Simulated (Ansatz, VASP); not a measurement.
**TiSi2: VASP beside Ansatz**

```xyz
6
Lattice="0.0000 4.0961 4.2236 2.3764 0.0000 4.2236 2.3764 4.0961 0.0000" Properties=species:S:1:pos:R:3 pbc="T T T"
Ti    3.5646    6.1441    6.3354
Ti    2.3764    4.0961    4.2236
Si    1.1882    0.7144    2.1118
Si    1.1882    3.3816    2.1118
Si    2.3764    1.3336    4.2236
Si    2.3764    6.8585    4.2236
```

Alike in both runs: functional r2SCAN; k mesh 8 × 8 × 8; occupations fermi-dirac, width 0.1 eV; no spin polarisation.

Ansatz relaxed the structure, and its values are those at the end. VASP's run is a single point on that final structure, the one shown.

|  | VASP | Ansatz |
| --- | --- | --- |
| version | VASP 6.6.1 | Ansatz 0.2.0 |
| potentials or method | VASP PAW PBE potentials, release 64 (Ti_sv, Si), cutoff 550 eV | PAW plane waves |
| valence electrons in the cell | 40 | 40 |

```csv
,VASP,Ansatz,Ansatz less VASP
pressure (GPa),3.5,3.2,-0.22
```

VASP's potentials were made for PBE, not for r2SCAN. Ansatz's warnings: stress scf threshold loose.
